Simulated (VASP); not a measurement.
A run of VASP 6.6.1 is set up as follows.

File INCAR:

```
ALGO = Normal ; EDIFF = 1E-6
ENCUT = 520 ; GGA = PE
ISIF = 2 ; ISMEAR = -1
IVDW = 12 ; LASPH = True
LCHARG = True ; LELF = True
LREAL = Auto ; LVHAR = True
LWAVE = False ; NBANDS = 61
NELM = 100 ; PREC = Accurate
SIGMA = 0.02
```

The input KPOINTS:

```
k-points
0
Gamma
  1 1 1
```

The input POSCAR:

```
H19C2NO8
1.0
    6.8894190000      0.0000000000      0.0000000000
    0.0000000000      6.8894190000      0.0000000000
    0.0000000000      0.0000000000      6.8894190000
O H C N
8 19 2 1
Direct
   -0.0463754636      0.0967280405      0.7554047736
    0.8405208044      0.7992255951      0.9705753127
    0.4846417383      0.6122141795      0.0462448285
    0.2949595605      0.2192928025      0.7678731690
    0.4912896138      0.1171071175      0.1416084578
    0.2465229651      0.6598814791      0.6713047936
    0.2486857019      0.5308720518      0.2916936827
    0.9648273679      0.3562854865      0.1113301426
   -0.1625681353      0.1629600406      0.7052118618
    0.0722412151      0.1601731583      0.7283778211
    0.9249110847      0.8735569719      0.8900750557
    0.9309493297      0.6797815607      0.9847274494
    0.6171202535      0.6583864329     -0.0110314092
    0.4958908727      0.4879221310     -0.0034110278
    0.3357612594      0.3645300133      0.8056267154
    0.3813529123      0.1812925009      0.6631763869
    0.4023561348      0.1160475216      0.0329055324
    0.3984806266      0.1355702128      0.2579898247
    0.3191851156      0.6436101506      0.7967144980
    0.2827669503      0.5921254027      0.5717318108
    0.3390561671      0.5666370415      0.1903353534
    0.1355266678      0.4612870839      0.2383510133
    0.8317972822      0.3331921023      0.1777363229
    0.9607776795      0.2660892014      0.0035126329
    0.8634545235      0.9086833012      0.5382166479
    0.9804019758      0.8256429171      0.3335114325
    0.6955738938      0.8889864298      0.3387223219
    0.8334374785      0.8180370507      0.4099620011
    0.7954516919      0.6208215816      0.4692122805
    0.7213235252      0.4890107569      0.5410325602
```

Potentials or basis: VASP PAW PBE potentials, release 64 (O, H, C, N).

Launch:

```bash
$ cat potpaw_PBE.64/O/POTCAR potpaw_PBE.64/H/POTCAR potpaw_PBE.64/C/POTCAR potpaw_PBE.64/N/POTCAR > POTCAR
$ mpirun -np 1 vasp_gam > vasp.out
```

What does it give for the dispersion energy per atom?

-0.036 eV.

What does it give for the largest force?

9.496 eV/Å.

Predict the band gap on the k mesh.

3.58 eV.

Forces in eV/Å, atoms in the order of the input:
```
O   -2.888 -0.976  0.743
O    1.042 -3.505  1.027
O    2.712  2.665 -1.853
O    1.372  2.929  1.219
O   -1.099  0.390  2.339
O   -2.373  4.626  7.946
O   -1.144 -0.514  1.762
O   -2.795 -0.156  1.190
H    0.905  0.159 -0.011
H    1.551  1.275 -0.639
H    0.249  1.480 -1.196
H   -1.585  1.378  0.143
H   -1.238  0.879  0.966
H   -0.022 -3.206 -0.515
H   -1.072 -2.988 -1.342
H    0.207  0.201 -0.090
H   -0.282 -0.119 -0.553
H    1.467 -0.093 -1.864
H   -0.228  0.221 -1.532
H    2.645 -4.386 -6.330
H    0.059  0.278  0.058
H    0.456  0.163 -0.117
H    2.045  0.358 -0.865
H    0.098 -0.572 -0.609
H   -0.096 -0.430  0.237
H   -1.527  0.045 -0.087
H    1.922 -1.084  0.156
C    0.397  1.035 -0.756
C   -0.483  2.048  0.005
N   -0.295 -2.099  0.568
```

Caveat: the k points lie up to 0.91 Å⁻¹ apart.
